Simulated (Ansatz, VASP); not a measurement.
## WS2 in VASP and in Ansatz

The input INCAR:

```
  PREC = Accurate
  ENCUT = 520
  EDIFF = 1E-6
  ISMEAR = 0
  SIGMA = 0.05
  LREAL = F
  LASPH = T
  NELM = 60
  ALGO = Normal
  ISIF = 2
  LWAVE = F
  LCHARG = F
  GGA = PS
  NBANDS = 20
```

KPOINTS

```
Automatic mesh
0
Gamma
  12 12 12
```

File POSCAR:

```
WS2
1.0
    1.5790003843      0.9116362969      6.1633300000
   -1.5790003843      0.9116362969      6.1633300000
    0.0000000000     -1.8232725938      6.1633300000
W S
1 2
Direct
    0.0000000000      0.0000000000      0.0000000000
    0.7503000000      0.7503000000      0.7503000000
    0.5444357107      0.5444357107      0.6541285787
```

Input for Ansatz:

```yaml
crystal:
  lattice:
    - [1.5790003843, 0.9116362969, 6.16333]
    - [-1.5790003843, 0.9116362969, 6.16333]
    - [0.0, -1.8232725938, 6.16333]
  atoms:
    - { symbol: W, position: [0.0, 0.0, 0.0] }
    - { symbol: S, position: [0.7503, 0.7503, 0.7503] }
    - { symbol: S, position: [0.5444357107, 0.5444357107, 0.6541285787] }
basis:
  ecutwfc: 420
kpoints:
  mp_grid: { grid: [12, 12, 12] }
hamiltonian:
  xc: pbesol
scf:
  occupations: { method: gaussian, width: 0.05 }
output:
  forces: true
  stress: true
  eigenvalues: true
  write_density: true
  write_potential: true
  elf: true
  volumetric_format: npy
```

Alike in both runs: task single point; functional PBEsol; k mesh 12 × 12 × 12; occupations gaussian, width 0.05 eV; no spin polarisation.

|  | VASP | Ansatz |
| --- | --- | --- |
| version | VASP 6.6.1 | Ansatz 0.2.0 |
| potentials or method | VASP PAW PBE potentials, release 64 (W_sv, S), cutoff 520 eV | scalar-relativistic, plane waves, PAW |
| valence electrons in the cell | 26 | 26 |

```tsv
	VASP	Ansatz	Ansatz less VASP
gap on the k mesh at the Fermi level (eV)	0.92	0.91	-0.016
least direct gap on the mesh (eV)	1.58	1.57	-0.013
pressure (GPa)	0.7	0.6	-0.11
traceless stress, the component that is largest in VASP (GPa)	-7.51	-7.49	+0.025
rms of the force components (eV/Å)	0.857	0.855	-0.0026
```

VASP's potentials were made for PBE, not for PBEsol. Atom by atom the forces differ by 0.010 eV/Å (rms over components).

Neither program's run includes spin-orbit coupling.
